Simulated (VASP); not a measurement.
Runs of VASP 6.6.1 on InSb3. The structure is that of space group Fm-3m (No. 225), or close to it. The cells are those of the table. 

```csv
task,cell,k mesh,cutoff (eV),smearing,k mesh for the DOS,occupations for the DOS,gap on the mesh (eV),pressure (GPa)
relaxation of cell and atoms,"relaxed from a = 5.366 Å, angles 60.0°, 4 atoms",10 × 10 × 10,600,gaussian 0.1 eV,-,-,-,0.0
single point,"a = 5.272 Å, angles 60.0°, 4 atoms",8 × 8 × 8,520,gaussian 0.15 eV,-,-,none,-0.2
single point,"a = 5.272 Å, angles 60.0°, 4 atoms",10 × 10 × 10,520,gaussian 0.1 eV,-,-,none,-0.1
single point,"a = 5.366 Å, angles 60.0°, 4 atoms",4 × 4 × 4,520,gaussian 0.1 eV,-,-,none,(a)
```

Alike in all rows: level PBE+D3(BJ); potentials or basis VASP PAW PBE potentials, release 64 (In_d, Sb); no spin polarisation.

Estimate the missing entries.

(a) -4.1.

Caveats: spin-orbit coupling is left out, which moves the levels of the heavy elements; pairwise dispersion overbinds metals, which lowers pressure and volume (some runs); the bands computed are all filled at some k points, so no gap is given (some runs).

A k mesh can miss the band edges, and the runs leave out spin-orbit coupling on In, Sb.

A gap of «none» marks levels without a gap at the run's occupations.
